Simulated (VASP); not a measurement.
InPd: single point with LDA

InPd:

```
In Pd
1.0
     3.07896    0.00000    0.00000
     0.00000    3.07896    0.00000
     0.00000    0.00000    3.69475
In Pd
1 1
Direct
  0.00000 0.00000 0.00000
  0.50000 0.50000 0.50000
```

This cell differs from its parent crystal: ratio of the length along z to the lengths across it x 1.2, volume and fractional coordinates fixed.

```json
{"Program": "VASP 6.6.1", "Task": "single point", "Functional": "LDA", "Potentials or basis": "VASP PAW LDA potentials, release 64 (In_d, Pd)", "Cutoff": "520 eV", "k mesh": "16 × 16 × 16", "Occupations": "gaussian, width 0.15 eV", "Spin": "no spin polarisation", "Dipole correction": "no", "Further INCAR settings": "ALGO = Fast; EDIFF = 1e-06; NBANDS = 18"}
```

```
Pressure : -6.5 GPa
```

Stress tensor (GPa, compression positive):
```
-5.00  0.00  0.00
 0.00 -5.00  0.00
 0.00  0.00 -9.35
```

Levels at points of the mesh, in eV from the Fermi level:
```tsv
k point	band 8	band 9	band 10	band 11	band 12	band 13	band 14	band 15	band 16	band 17
(0.00, 0.00, 0.00)	-3.87	-2.32	-2.32	-1.90	1.16	5.85	5.85	6.72	11.84	12.19
(0.50, 0.00, 0.00)	-3.97	-3.77	-2.87	-2.37	-0.50	7.72	7.76	8.05	9.73	11.33
(0.50, 0.50, 0.00)	-3.03	-3.03	-1.77	-1.77	-1.24	1.94	3.69	7.35	9.61	9.61
(0.00, 0.00, 0.50)	-4.03	-2.90	-2.90	-2.28	-1.95	9.78	9.78	10.76	11.77	11.77
(0.50, 0.00, 0.50)	-3.05	-2.56	-2.40	-2.12	-1.96	0.94	2.20	10.78	12.08	12.74
(0.50, 0.50, 0.50)	-4.82	-2.03	-1.23	0.01	3.56	3.56	3.90	3.90	3.96	5.73
```

Wall time 76 s on 1 thread of Intel(R) Xeon(R) 6975P-C (Granite Rapids), with other jobs on the host, peak memory 0.35 GiB.

Caveat: spin-orbit coupling is left out, which moves the levels of the heavy elements.
